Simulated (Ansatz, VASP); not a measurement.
# ZnS in VASP and in Ansatz

```xyz
2
Lattice="0.0000 2.6783 2.2765 2.6783 0.0000 2.2765 2.6783 2.6783 0.0000" Properties=species:S:1:pos:R:3 pbc="T T T"
Zn    0.0000    0.0000    0.0000
S     4.0174    4.0174    3.4148
```

Change from the starting cell: strain -0.1500 x Voigt [0, 0, 1, 0, 0, 0], atoms carried along.

Alike in both runs: task single point; functional PBEsol; k mesh 10 × 10 × 10; occupations gaussian, width 0.05 eV; no spin polarisation.

|  | VASP | Ansatz |
| --- | --- | --- |
| version | VASP 6.6.1 | Ansatz 0.2.0 |
| potentials or method | VASP PAW PBE potentials, release 64 (Zn, S), cutoff 520 eV | scalar-relativistic, plane waves, PAW |
| valence electrons in the cell | 18 | 18 |

|  | VASP | Ansatz | Ansatz less VASP |
| --- | --- | --- | --- |
| gap on the k mesh at the Fermi level (eV) | 1.94 | 1.93 | -0.012 |
| least direct gap on the mesh (eV) | 2.53 | 2.50 | -0.024 |
| pressure (GPa) | 17.4 | 17.1 | -0.32 |
| traceless stress, the component that is largest in VASP (GPa) | 1.73 | 1.76 | +0.033 |

VASP's potentials were made for PBE, not for PBEsol.
